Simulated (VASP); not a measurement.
# HfO2 (R-3m) in VASP: further runs

HfO2 is run at these levels: PBE; tasks: single point.

Program: VASP 6.6.1. These are calculated values, not measurements. Logs are shortened: lines on timing, memory, paths and dates and some standing lists are left out, and cuts for length are marked.

## Step 1: The cell of the first run

It takes space group R-3m (No. 166, trigonal). Conventional cell: a = 3.669 Å, b = 3.669 Å, c = 8.294 Å, α = 90.00°, β = 90.00°, γ = 120.00°. Hf (site symmetry -3m) has 8 O at 2.07 to 2.23 Å within 2.7 Å. O (site symmetry 3m) has 4 Hf at 2.07 to 2.23 Å and 6 O at 2.53 Å within 2.7 Å.

## Step 2: Single point, PBE

Input file INCAR:

```
SYSTEM = HfO2
ALGO = Normal
EDIFF = 1E-7
ENCUT = 520
GGA = PE
ISIF = 2
ISMEAR = 0
LASPH = .True.
LCHARG = .False.
LREAL = .False.
LWAVE = .False.
NBANDS = 18
NELM = 80
PREC = Accurate
SIGMA = 0.05
```

Input file KPOINTS:

```
k-points
0
Gamma
  8 8 8
  0 0 0
```

Input file POSCAR:

```
HfO2
1.0
   -0.1335373882      2.4611009833      2.4611009833
    2.4611009833     -0.1335373882      2.4611009833
    2.4611009833      2.4611009833     -0.1335373882
Hf O
1 2
Direct
    0.0000000000      0.0000000000      0.0000000000
    0.2500000000      0.2500000000      0.2500000000
    0.7500000000      0.7500000000      0.7500000000
```

Potentials or basis: VASP PAW PBE potentials, release 64 (Hf_pv, O).

Launch:

```console
cat potpaw_PBE.64/Hf_pv/POTCAR potpaw_PBE.64/O/POTCAR > POTCAR
mpirun -np 1 vasp_std > vasp.out
```

OUTCAR:

```text
SYSTEM = HfO2
   EDIFF = 1E-7
   ENCUT = 520
   GGA = PE
   ISIF = 2
   ISMEAR = 0
   LASPH = .True.
   LREAL = .False.
   NELM = 80
   PREC = Accurate

 ion  position               nearest neighbor table
   1  0.000  0.000  0.000-   2 2.07   3 2.07   3 2.23   3 2.23   3 2.23   2 2.23   2 2.23   2 2.23

   2  0.250  0.250  0.250-   1 2.07   1 2.23   1 2.23   1 2.23
   3  0.750  0.750  0.750-   1 2.07   1 2.23   1 2.23   1 2.23

  LATTYP: Found a trigonal (rhomboedric) cell.
 ALAT       =     3.4830831650
 COS(alpha) =     0.4450856131

  Lattice vectors:

 A1 = (  -0.1335373882,   2.4611009833,   2.4611009833)
 A2 = (   2.4611009833,  -0.1335373882,   2.4611009833)
 A3 = (   2.4611009833,   2.4611009833,  -0.1335373882)

Analysis of symmetry for initial positions (statically):
=====================================================================
 Subroutine PRICEL returns:
 Original cell was already a primitive cell.

 Routine SETGRP: Setting up the symmetry group for a
 trigonal (rhombohedral) supercell.

 Subroutine GETGRP returns: Found 12 space group operations
 (whereof 12 operations were pure point group operations)
 out of a pool of 12 trial point group operations.

The static configuration has the point symmetry D_3d.

Analysis of symmetry for dynamics (positions and initial velocities):
=====================================================================
 Subroutine PRICEL returns:
 Original cell was already a primitive cell.

 Routine SETGRP: Setting up the symmetry group for a
 trigonal (rhombohedral) supercell.

 Subroutine GETGRP returns: Found 12 space group operations
 (whereof 12 operations were pure point group operations)
 out of a pool of 12 trial point group operations.

The dynamic configuration has the point symmetry D_3d.

 Subroutine INISYM returns: Found 12 space group operations
 (whereof 12 operations are pure point group operations),
 and found     1 'primitive' translations

----------------------------------------------------------------------------------------

                                     Primitive cell

  volume of cell :      32.2380

  direct lattice vectors                    reciprocal lattice vectors
    -0.133537388  2.461100983  2.461100983    -0.187331280  0.198078884  0.198078884
     2.461100983 -0.133537388  2.461100983     0.198078884 -0.187331280  0.198078884
     2.461100983  2.461100983 -0.133537388     0.198078884  0.198078884 -0.187331280

  length of vectors
     3.483083165  3.483083165  3.483083165     0.336991835  0.336991835  0.336991835

  position of ions in fractional coordinates (direct lattice)
     0.000000000  0.000000000  0.000000000
     0.250000000  0.250000000  0.250000000
     0.750000000  0.750000000  0.750000000

  ion indices of the primitive-cell ions
   primitive index   ion index
                 1           1
                 2           2
                 3           3

----------------------------------------------------------------------------------------

 KPOINTS: k-points

Automatic generation of k-mesh.
 Grid dimensions read from file:
 generate k-points for:    8    8    8

 Generating k-lattice:

  Cartesian coordinates                     Fractional coordinates (reciprocal lattice)
    -0.023416410  0.024759860  0.024759860     0.125000000  0.000000000  0.000000000
     0.024759860 -0.023416410  0.024759860     0.000000000  0.125000000  0.000000000
     0.024759860  0.024759860 -0.023416410     0.000000000  0.000000000  0.125000000

  Length of vectors
     0.042123979  0.042123979  0.042123979

  Shift w.r.t. Gamma in fractional coordinates (k-lattice)
     0.000000000  0.000000000  0.000000000

 Subroutine IBZKPT returns following result:
 ===========================================

 Found     65 irreducible k-points:

 Following reciprocal coordinates:
            Coordinates               Weight
  0.000000  0.000000  0.000000      1.000000
  0.125000  0.000000  0.000000      6.000000
  0.250000  0.000000  0.000000      6.000000
  0.375000 -0.000000 -0.000000      6.000000
  0.500000  0.000000  0.000000      3.000000
  0.125000  0.125000 -0.000000      6.000000
[... 16 lines left out ...]
  0.250000  0.125000  0.125000      6.000000
  0.375000  0.125000  0.125000      6.000000
 [... further k-points ...]
   k-points           NKPTS =     65   k-points in BZ     NKDIM =     65   number of bands    NBANDS=     18
   number of dos      NEDOS =    301   number of ions     NIONS =      3
   total plane-waves  NPLWV =  21952
   dimension x,y,z NGX =    28 NGY =   28 NGZ =   28
   dimension x,y,z NGXF=    56 NGYF=   56 NGZF=   56
   ions per type =               1   2
   NGX,Y,Z   is equivalent  to a cutoff of  13.36, 13.36, 13.36 a.u.
   NGXF,Y,Z  is equivalent  to a cutoff of  26.73, 26.73, 26.73 a.u.
 SYSTEM =  HfO2
   PREC   = accura    normal or accurate (medium, high low for compatibility)
   ISTART =      0    job   : 0-new  1-cont  2-samecut
   ICHARG =      2    charge: 1-file 2-atom 10-const
   ISPIN  =      1    spin polarized calculation?
   LNONCOLLINEAR =      F non collinear calculations
   LSORBIT =      F    spin-orbit coupling
   LASPH  =      T    aspherical Exc in radial PAW
   ENCUT  =  520.0 eV  38.22 Ry    6.18 a.u.   6.48  6.48  6.48*2*pi/ulx,y,z
   NELM   =     80;   NELMIN=  2; NELMDL= -5     # of ELM steps
   EDIFF  = 0.1E-06   stopping-criterion for ELM
   LREAL  =      F    real-space projection
   EDIFFG = 0.1E-05   stopping-criterion for IOM
   NSW    =      0    number of steps for IOM
   IBRION =     -1    ionic relax: 0-MD 1-quasi-New 2-CG
   NFREE  =      0    steps in history (QN), initial steepest desc. (CG)
   ISIF   =      2    stress and relaxation
   ISYM   =      2    0-nonsym 1-usesym 2-fastsym
   POTIM  = 0.5000    time-step for ionic-motion
   TEBEG  =    0.0;   TEEND  =   0.0 temperature during run
   PSTRESS=    0.0 pullay stress
   NELECT =      22.0000    total number of electrons
   NUPDOWN=      -1.0000    fix difference up-down
   EMIN   =  10.00;   EMAX   =-10.00  energy-range for DOS
   EFERMI =   0.00;   METHOD = LEGACY
   ISMEAR =     0;   SIGMA  =   0.05  broadening in eV -4-tet -1-fermi 0-gaus
   EFERMI_NEDOS =   21; number of points for ismear=-14 and -15
   IALGO  =     38    algorithm
   IMIX   =      4    mixing-type and parameters
     AMIX     =   0.40;   BMIX     =  1.00
     AMIX_MAG =   1.60;   BMIX_MAG =  1.00
  volume/ion in A,a.u.               =      10.75        72.52
  Fermi-wavevector in a.u.,A,eV,Ry     =   1.441318  2.723695 28.264695  2.077396
  Thomas-Fermi vector in A             =   2.559963
   LORBIT       =      0    0 simple, 1 ext, 2 COOP (PROOUT), +10 PAW based schemes
   GGA     = PE    functional components
   LHFCALC =     F    Hartree Fock is set to
   AEXX    =    0.0000 exact exchange contribution
   IVDW    =     0    specifies the selected vdW correction
   LEPSILON=     F    determine dielectric tensor
   LRPA    =     F    only Hartree local field effects (RPA)
 non-spin polarized calculation
 Gauss-broadening in eV      SIGMA  =   0.05
  energy-cutoff  :      520.00
  volume of cell :       32.24
 maximum number of plane-waves:       881
 NGX is ok and might be reduce to    28
   NGX = 13   NGY = 13   NGZ = 13

 number of electron      21.9999996 magnetization

 Free energy of the ion-electron system (eV)
  ---------------------------------------------------
  ext. energy  EPLUGINS =         0.00000000
  ---------------------------------------------------
  free energy    TOTEN  =       -30.14210692 eV

  energy without entropy =      -30.14210692  energy(sigma->0) =      -30.14210692

 E-fermi :   4.6235     XC(G=0): -11.8920

 val. band max:        4.3279274369   @ k =   0.5000   0.5000  -0.0000
 cond. band min:       8.2276471514   @ k =   0.5000   0.5000  -0.0000
 fundamental gap:      3.8997197145
 Fermi energy:         4.6235416450

 k-point     1 :       0.0000    0.0000    0.0000
  band No.  band energies     occupation
      1     -25.2671      2.00000
      2     -25.2671      2.00000
      3     -25.2552      2.00000
      4     -14.4556      2.00000
      5     -11.3486      2.00000
      6      -1.1183      2.00000
[... 10 lines left out ...]
     17      15.6425      0.00000
     18      17.9900      0.00000

 k-point     2 :       0.1250    0.0000    0.0000
  band No.  band energies     occupation
      1     -25.3347      2.00000
      2     -25.2719      2.00000
      3     -25.2640      2.00000
      4     -14.2574      2.00000
      5     -11.5084      2.00000
      6      -0.9776      2.00000
[... 10 lines left out ...]
     17      15.2066      0.00000
     18      17.9017      0.00000

 k-point     3 :       0.2500    0.0000    0.0000
  band No.  band energies     occupation
      1     -25.4974      2.00000
      2     -25.2833      2.00000
      3     -25.2790      2.00000
      4     -13.7870      2.00000
      5     -11.8359      2.00000
      6      -0.6240      2.00000
[... 10 lines left out ...]
     17      14.6695      0.00000
     18      17.2934      0.00000

 k-point     4 :       0.3750   -0.0000   -0.0000
  band No.  band energies     occupation
      1     -25.6521      2.00000
      2     -25.2946      2.00000
      3     -25.2938      2.00000
      4     -13.3661      2.00000
      5     -12.0479      2.00000
      6      -0.2558      2.00000
[... 375 lines left out ...]
      4     -14.1811      2.00000
      5     -11.5828      2.00000
      6      -0.9279      2.00000
[... 10 lines left out ...]
     17      15.2590      0.00000
     18      17.9459      0.00000

 k-point    23 :       0.2500    0.1250    0.1250
  band No.  band energies     occupation
      1     -25.4509      2.00000
      2     -25.2988      2.00000
      3     -25.2798      2.00000
      4     -13.8474      2.00000
      5     -11.8288      2.00000
      6      -0.7269      2.00000
[... 10 lines left out ...]
     17      15.0313      0.00000
     18      17.7679      0.00000

 k-point    24 :       0.3750    0.1250    0.1250
  band No.  band energies     occupation
      1     -25.5939      2.00000
      2     -25.3280      2.00000
      3     -25.2913      2.00000
      4     -13.3577      2.00000
      5     -12.1241      2.00000
      6      -0.4684      2.00000
[... 10 lines left out ...]
     17      15.1181      0.00000
     18      17.0977      0.00000

 [... further k-points ...]

------------------------ aborting loop because EDIFF is reached ----------------------------------------

  FORCE on cell =-STRESS in cart. coord.  units (eV):
  Direction    XX          YY          ZZ          XY          YZ          ZX
  --------------------------------------------------------------------------------------
  -------------------------------------------------------------------------------------
  Total        1.0898912      1.0898912      1.0898912      1.3834346      1.3834346      1.3834346
  in kB       54.1658593     54.1658593     54.1658593     68.7544984     68.7544984     68.7544984
  external PRESSURE =      54.1658593 kB  Pullay stress =       0.0000000 kB

 VOLUME and BASIS-vectors are now :
 -----------------------------------------------------------------------------
  energy-cutoff  :      520.00
  volume of cell :       32.24
      direct lattice vectors                 reciprocal lattice vectors
    -0.133537388  2.461100983  2.461100983    -0.187331280  0.198078884  0.198078884
     2.461100983 -0.133537388  2.461100983     0.198078884 -0.187331280  0.198078884
     2.461100983  2.461100983 -0.133537388     0.198078884  0.198078884 -0.187331280

 POSITION                                       TOTAL-FORCE (eV/Angst)
 -----------------------------------------------------------------------------------
      0.00000      0.00000      0.00000         0.000000      0.000000     -0.000000
      1.19717      1.19717      1.19717         0.557664      0.557664      0.557664
      3.59150      3.59150      3.59150        -0.557664     -0.557664     -0.557664
 -----------------------------------------------------------------------------------
    total drift:                                0.000000      0.000000      0.000000

  FREE ENERGIE OF THE ION-ELECTRON SYSTEM (eV)
  ---------------------------------------------------
  free  energy   TOTEN  =       -30.1421069215 eV

  energy  without entropy=      -30.1421069215  energy(sigma->0) =      -30.14210692
```

Run time: 26 s. Hardware: 1 thread of Intel Xeon Platinum 8488C (Sapphire Rapids), shared host; peak memory 0.17 GiB.

Results:

```
Free energy            : -30.1421 eV
Pressure               : 5.4 GPa
Largest force          : 0.966 eV/Å
Band gap on the k mesh : 3.90 eV, direct
```

Forces on the atoms (eV/Å):
```
Hf   0.000  0.000  0.000
O    0.558  0.558  0.558
O   -0.558 -0.558 -0.558
```

Stress tensor (GPa, compression positive):
```
5.42 6.88 6.88
6.88 5.42 6.88
6.88 6.88 5.42
```

Caveat: spin-orbit coupling is left out, which moves the levels of the heavy elements. PBE gaps usually lie below the measured ones, often by a third to a half.

[end of part 1 of 2]
